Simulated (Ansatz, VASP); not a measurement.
Be2ZnSe3 in VASP and in Ansatz

INCAR

```
  ALGO = Normal
  EDIFF = 1E-6
  EDIFFG = -0.01
  ENCUT = 600
  GGA = PE
  IBRION = 2
  ISIF = 3
  ISMEAR = 0
  LASPH = True
  LCHARG = False
  LREAL = False
  LWAVE = False
  NELM = 100
  NSW = 100
  PREC = Accurate
  SIGMA = 0.1
```

The input KPOINTS:

```
k-points
0
Gamma
  6 6 12
```

POSCAR

```
Be2ZnSe3
1.0
    6.0465760100      0.0000000000      0.0000000000
   -3.0232880000      5.2364884300      0.0000000000
    0.0000000000      0.0000000000      3.3962801300
Be Zn Se
2 1 3
Direct
    0.3333333300      0.6666666700      0.0000000000
    0.6666666700      0.3333333300      0.0000000000
    0.0000000000      0.0000000000      0.0000000000
    0.5000000000      0.0000000000      0.5000000000
    0.5000000000      0.5000000000      0.5000000000
    0.0000000000      0.5000000000      0.5000000000
```

Input for Ansatz:

```yaml
crystal:
  lattice:
    - [6.04657601, 0.0, 0.0]
    - [-3.023288, 5.23648843, 0.0]
    - [0.0, 0.0, 3.39628013]
  atoms:
    - { symbol: Be, position: [0.33333333, 0.66666667, 0.0] }
    - { symbol: Be, position: [0.66666667, 0.33333333, 0.0] }
    - { symbol: Zn, position: [0.0, 0.0, 0.0] }
    - { symbol: Se, position: [0.5, 0.0, 0.5] }
    - { symbol: Se, position: [0.5, 0.5, 0.5] }
    - { symbol: Se, position: [0.0, 0.5, 0.5] }
basis:
  ecutwfc: 420
kpoints:
  mp_grid: { grid: [6, 6, 12] }
hamiltonian:
  xc: pbe
scf:
  occupations: { method: gaussian, width: 0.1 }
output:
  forces: true
  stress: true
  eigenvalues: true
  write_density: true
  write_potential: true
  elf: true
  volumetric_format: npy
relax:
  adjacent_minimum: "off"
  f_tol: 0.01
  max_steps: 80
  cell: { stress_tol: 0.05 }
```

Change from the starting cell: species swapped into the LuB2Os3 type (P6/mmm, No. 191).

Alike in both runs: task relaxation of cell and atoms; functional PBE; k mesh 6 × 6 × 12; occupations gaussian, width 0.1 eV; no spin polarisation.

```csv
,VASP,Ansatz
version,VASP 6.6.1,Ansatz 0.2.0
potentials or method,"VASP PAW PBE potentials, release 64 (Be, Zn, Se), cutoff 600 eV","scalar-relativistic, plane waves, PAW"
valence electrons in the cell,34,64
```

|  | VASP | Ansatz | Ansatz less VASP |
| --- | --- | --- | --- |
| gap on the k mesh at the Fermi level, each at its own relaxed structure (eV) | none | none | - |
| relaxed volume (Å³/atom) | 19.75 | 19.73 | -0.014 |
| relaxed cell length with the largest relative difference (Å) | 2.837 | 2.834 | -0.0023 |

A gap of «none» marks a metal or a gap that the smearing closes. VASP's potentials hold 34 valence electrons a cell and Ansatz's 64, so a difference there can come from the potentials and not from the codes.
